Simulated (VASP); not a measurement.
Wanted: the native input for a VASP 6.6.1 run.

| Item | Value |
| --- | --- |
| Task | single point |
| Functional | r2SCAN |
| Potentials or basis | VASP PAW PBE potentials, release 64 (Ti_sv, O) |
| Cutoff | 520 eV |
| k mesh | 6 × 6 × 8 |
| Occupations | gaussian, width 0.05 eV |
| Spin | no spin polarisation |
| Hubbard terms | Ti d U = 4.0 eV |
| Dipole correction | no |
| Further INCAR settings | ALGO = Normal; EDIFF = 1e-06; NBANDS = 33 |

The system is TiO2.

```
CELL_PARAMETERS angstrom
4.59736 0.00000 0.00000
0.00000 4.59736 0.00000
0.00000 0.00000 3.23231
ATOMIC_POSITIONS crystal
Ti 0.00000 0.00000 0.00000
Ti 0.50000 0.50000 0.50000
O 0.30514 0.30514 0.00000
O 0.19486 0.80514 0.50000
O 0.69486 0.69486 0.00000
O 0.80514 0.19486 0.50000
```

This cell differs from its parent crystal: strain +0.000 along x and y, +0.080 along z.

These files were run (other wordings do the same):

POSCAR

```
TiO2
1.0
    4.5973635523      0.0000000000      0.0000000000
    0.0000000000      4.5973635523      0.0000000000
    0.0000000000      0.0000000000      3.2323149227
Ti O
2 4
Direct
    0.0000000000      0.0000000000      0.0000000000
    0.5000000000      0.5000000000      0.5000000000
    0.3051400959      0.3051400959      0.0000000000
    0.1948599041      0.8051400959      0.5000000000
    0.6948599041      0.6948599041      0.0000000000
    0.8051400959      0.1948599041      0.5000000000
```

INCAR.step1

```
SYSTEM = TiO2
PREC = Accurate
ENCUT = 520
ISMEAR = 0
SIGMA = 0.05
LREAL = .FALSE.
LASPH = .TRUE.
NELM = 150
LMAXMIX = 4
LDAU = .TRUE.
LDAUTYPE = 2
LDAUL = 2 -1
LDAUU = 4 0
LDAUJ = 0 0
NBANDS = 33
GGA = PE
ALGO = Normal
EDIFF = 1E-4
LWAVE = .TRUE.
LCHARG = .FALSE.
```

INCAR.step2

```
SYSTEM = TiO2
PREC = Accurate
ENCUT = 520
EDIFF = 1E-6
ISMEAR = 0
SIGMA = 0.05
LREAL = .FALSE.
LASPH = .TRUE.
NELM = 150
ALGO = Normal
ISIF = 2
LWAVE = .FALSE.
LCHARG = .FALSE.
LMAXMIX = 4
LDAU = .TRUE.
LDAUTYPE = 2
LDAUL = 2 -1
LDAUU = 4 0
LDAUJ = 0 0
LDAUPRINT = 1
METAGGA = R2SCAN
LMIXTAU = .TRUE.
NBANDS = 33
ISTART = 1
```

KPOINTS

```
regular mesh
0
G
  6 6 8
  0 0 0
```

Potentials or basis: VASP PAW PBE potentials, release 64 (Ti_sv, O).

Run with:

```console
$ cat potpaw_PBE.64/Ti_sv/POTCAR potpaw_PBE.64/O/POTCAR > POTCAR
$ cp INCAR.step1 INCAR
$ mpirun -np 1 vasp_std > vasp.out
$ cp INCAR.step2 INCAR
$ mpirun -np 1 vasp_std > vasp.out
```

It gave:

```json
{
  "Pressure": "-14.4 GPa",
  "Largest force": "0.127 eV/Å",
  "Band gap on the k mesh": "2.54 eV"
}
```

Caveat: the cell differs from its parent crystal (strain +0.000 along x and y, +0.080 along z); the stress differs along the axes, from -28 to -8 GPa; the PAW data sets were made with another functional, which shifts forces and pressure a little.

Run time: 8.6 min on 1 thread of Intel Xeon 8259CL (shared host), peak memory 0.23 GiB.
